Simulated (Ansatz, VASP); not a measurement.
# Two plane-wave programs on Si3Ge

```
Si Ge
1.0
     5.07429    0.00000    0.00000
     0.00000    5.07429    0.00000
     0.00000    0.00000    2.55308
Si Ge
3 1
Direct
  0.00000 0.50000 0.00000
  0.50000 0.00000 0.00000
  0.00000 0.00000 0.50000
  0.50000 0.50000 0.00000
```

Alike in both runs: task relaxation of cell and atoms; functional PBE; k mesh 10 × 10 × 18; occupations gaussian, width 0.1 eV; no spin polarisation.

|  | VASP | Ansatz |
| --- | --- | --- |
| version | VASP 6.6.1 | Ansatz 0.2.0 |
| potentials or method | VASP PAW PBE potentials, release 64 (Si, Ge_d), cutoff 600 eV | scalar-relativistic, plane waves, PAW |
| valence electrons in the cell | 26 | 26 |

Ansatz gave:

```
gap on the k mesh at the Fermi level, each at its own relaxed structure (eV) : none
relaxed volume (Å³/atom)                                                     : 16.41
relaxed cell length with the largest relative difference (Å)                 : 5.048
```

**Question.** What did VASP give for the same quantities?

**Answer.** gap on the k mesh at the Fermi level, each at its own relaxed structure (eV): none; relaxed volume (Å³/atom): 16.39; relaxed cell length with the largest relative difference (Å): 5.045.

A gap of «none» marks a metal or a gap that the smearing closes.
